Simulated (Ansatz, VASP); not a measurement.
**InSb: VASP beside Ansatz**

```
In Sb
1.0
     0.00000    3.11562    2.99100
     3.11562    0.00000    2.99100
     3.11562    3.11562    0.00000
In Sb
1 1
Direct
  0.00000 0.00000 0.00000
  0.50000 0.50000 0.50000
```

Alike in both runs: task single point; functional r2SCAN; k mesh 6 × 6 × 6; occupations gaussian, width 0.15 eV; no spin polarisation.

```csv
,VASP,Ansatz
version,VASP 6.6.1,Ansatz 0.2.0
potentials or method,"VASP PAW PBE potentials, release 64 (In_d, Sb), cutoff 520 eV","scalar-relativistic, plane waves, PAW"
valence electrons in the cell,18,28
```

|  | VASP | Ansatz | Ansatz less VASP |
| --- | --- | --- | --- |
| gap on the k mesh at the Fermi level (eV) | none | none | - |
| pressure (GPa) | -1.2 | -1.2 | -0.03 |
| traceless stress, the component that is largest in VASP (GPa) | 2.04 | 2.04 | 0.000 |

VASP's potentials were made for PBE, not for r2SCAN. A gap of «none» marks a metal or a gap that the smearing closes. VASP's potentials hold 18 valence electrons a cell and Ansatz's 28, so a difference there can come from the potentials and not from the codes.

Neither program's run includes spin-orbit coupling.
